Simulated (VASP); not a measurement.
A run of VASP 6.6.1 is set up as follows.

POSCAR

```
InAgTe2
1.0
   -3.2894646779      3.2894646779      6.4893302168
    3.2894646779     -3.2894646779      6.4893302168
    3.2894646779      3.2894646779     -6.4893302168
Ag Te In
2 4 2
Direct
    0.0000000000      0.0000000000      0.0000000000
    0.7500000000      0.2500000000      0.5000000000
    0.3750000000      0.3719465341      0.4969465341
    0.1219465341      0.6250000000     -0.0030534659
    0.8750000000      0.8780534659      0.5030534659
    0.6280534659      0.1250000000      0.0030534659
    0.5000000000      0.5000000000      0.0000000000
    0.2500000000      0.7500000000      0.5000000000
```

The input INCAR.step1:

```
  PREC = Accurate
  ENCUT = 550
  ISMEAR = -1
  SIGMA = 0.02
  LREAL = F
  LASPH = T
  NELM = 120
  NBANDS = 46
  GGA = PE
  ALGO = Normal
  EDIFF = 1E-5
  LWAVE = T
  LCHARG = F
  GGA_COMPAT = F
```

File INCAR.step2:

```
  PREC = Accurate
  ENCUT = 550
  EDIFF = 1E-6
  ISMEAR = -1
  SIGMA = 0.02
  LREAL = F
  LASPH = T
  NELM = 120
  ALGO = Normal
  ISIF = 2
  LWAVE = F
  LCHARG = F
  METAGGA = R2SCAN
  LMIXTAU = T
  NBANDS = 46
  ISTART = 1
  GGA_COMPAT = F
```

The input KPOINTS:

```
regular mesh
0
Gamma
  4 4 4
```

Potentials or basis: VASP PAW PBE potentials, release 64 (Ag, Te, In_d).

Command:

```bash
$ cat potpaw_PBE.64/Ag/POTCAR potpaw_PBE.64/Te/POTCAR potpaw_PBE.64/In_d/POTCAR > POTCAR
$ cp INCAR.step1 INCAR
$ mpirun -np 1 vasp_std > vasp.out
$ cp INCAR.step2 INCAR
$ mpirun -np 1 vasp_std > vasp.out
```

(1) What does it give for the band gap on the k mesh?

(2) What does it give for the pressure?

(3) What does it give for the largest force?

## Answers

(1) 0.45 eV.

(2) -1.2 GPa.

(3) 0.036 eV/Å.

Caveat: semilocal functionals underestimate gaps, and a narrow one can read as zero; the PAW data sets were made with another functional, which shifts forces and pressure a little; spin-orbit coupling is left out, which moves the levels of the heavy elements.
